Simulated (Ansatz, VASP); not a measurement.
## Y2Ge3: VASP beside Ansatz

Contents of INCAR:

```
SYSTEM = Y2Ge3
  PREC = Accurate
  ENCUT = 520
  EDIFF = 1E-6
  ISMEAR = -1
  SIGMA = 0.1
  LREAL = .False.
  LASPH = .True.
  NELM = 80
  ALGO = Normal
  ISIF = 2
  LWAVE = .False.
  LCHARG = .True.
  LELF = .True.
  LVHAR = .True.
  NBANDS = 40
```

File KPOINTS:

```
Automatic mesh
0
Gamma
  6 6 4
  0 0 0
```

The input POSCAR:

```
Y2Ge3
1.0
    4.3924264300      0.0000000000      0.0000000000
   -2.1962132200      3.8039528800      0.0000000000
    0.0000000000      0.0000000000      7.1072950000
Y Ge
2 3
Direct
    0.0000000000      0.0000000000      0.7299290000
    0.0000000000      0.0000000000      0.2700710000
    0.3333333300      0.6666666700      0.0000000000
    0.6666666700      0.3333333300      0.5000000000
    0.6666666700      0.3333333300      0.0000000000
```

Input for Ansatz:

```yaml
crystal:
  lattice:
    - [4.39242643, 0.0, 0.0]
    - [-2.19621322, 3.80395288, 0.0]
    - [0.0, 0.0, 7.107295]
  atoms:
    - { symbol: "Y", position: [0.0, 0.0, 0.729929] }
    - { symbol: "Y", position: [0.0, 0.0, 0.270071] }
    - { symbol: Ge, position: [0.33333333, 0.66666667, 0.0] }
    - { symbol: Ge, position: [0.6666666699999999, 0.33333333, 0.5] }
    - { symbol: Ge, position: [0.6666666699999999, 0.33333333, 0.0] }
kpoints:
  mp_grid:
    grid: [6, 6, 4]
    shift: [0.0, 0.0, 0.0]
hamiltonian:
  xc: lda
  pseudopotentials:
    kind: paw
scf:
  occupations:
    method: fermi_dirac
output:
  forces: true
  stress: true
  eigenvalues: true
```

Alike in both runs: task single point; functional LDA; k mesh 6 × 6 × 4; no spin polarisation.

|  | VASP | Ansatz |
| --- | --- | --- |
| version | VASP 6.6.1 | Ansatz 0.2.0 |
| potentials or method | VASP PAW LDA potentials, release 64 (Y_sv, Ge_d) | plane waves, PAW |
| plane-wave cutoff (eV) | 520 | 420 |
| occupations | fermi-dirac, width 0.1 eV | fermi-dirac |
| valence electrons in the cell | 64 | 64 |

|  | VASP | Ansatz | Ansatz less VASP |
| --- | --- | --- | --- |
| gap on the k mesh at the Fermi level (eV) | none | none | - |
| pressure (GPa) | -4.6 | -4.7 | -0.06 |
| traceless stress, the component that is largest in VASP (GPa) | 0.45 | 0.45 | +0.008 |
| rms of the force components (eV/Å) | 0.074 | 0.073 | -0.0003 |

LDA's correlation is that of Perdew and Zunger in VASP and of Perdew and Wang (1992) in Ansatz. Atom by atom the forces differ by 0.000 eV/Å (rms over components). A gap of «none» marks a metal or a gap that the smearing closes.
